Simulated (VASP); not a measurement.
Set up this calculation in VASP 6.6.1, as the native input.

```
Task                   : single point
Functional             : PBE
Potentials or basis    : VASP PAW PBE potentials, release 64 (B, P)
Cutoff                 : 520 eV
k mesh                 : 10 × 10 × 10
Occupations            : fermi-dirac, width 0.02 eV
Spin                   : no spin polarisation
Dipole correction      : no
Further INCAR settings : ALGO = Normal; EDIFF = 1e-06; NBANDS = 11
```

The structure of BP lies in POSCAR:

```
BP
1.0
    0.0000000000      2.2683156689      2.3363651390
    2.2683156689      0.0000000000      2.3363651390
    2.2683156689      2.2683156689      0.0000000000
B P
1 1
Direct
    0.0000000000      0.0000000000      0.0000000000
    0.2500000000      0.2500000000      0.2500000000
```

This cell differs from its parent crystal: uniaxial z strain +3.0%.

These files were run (other wordings do the same):

INCAR

```
ALGO = Normal
EDIFF = 1E-6
ENCUT = 520
GGA = PE
ISIF = 2
ISMEAR = -1
LASPH = True
LCHARG = False
LREAL = False
LWAVE = False
NBANDS = 11
NELM = 100
PREC = Accurate
SIGMA = 0.02
```

KPOINTS

```
k-points
0
Gamma
  10 10 10
```

Potentials or basis: VASP PAW PBE potentials, release 64 (B, P).

Command:

```bash
$ cat potpaw_PBE.64/B/POTCAR potpaw_PBE.64/P/POTCAR > POTCAR
$ mpirun -np 1 vasp_std > vasp.out
```

It gave:

| Property | Result |
| --- | --- |
| Pressure | -3.6 GPa |
| Band gap on the k mesh | 1.06 eV, indirect (least direct gap 3.21 eV) |

Caveat: the cell differs from its parent crystal (uniaxial z strain +3.0%).

It took 8 s on 1 thread of Intel(R) Xeon(R) 6975P-C (Granite Rapids), with other jobs on the host, peak memory 0.15 GiB.
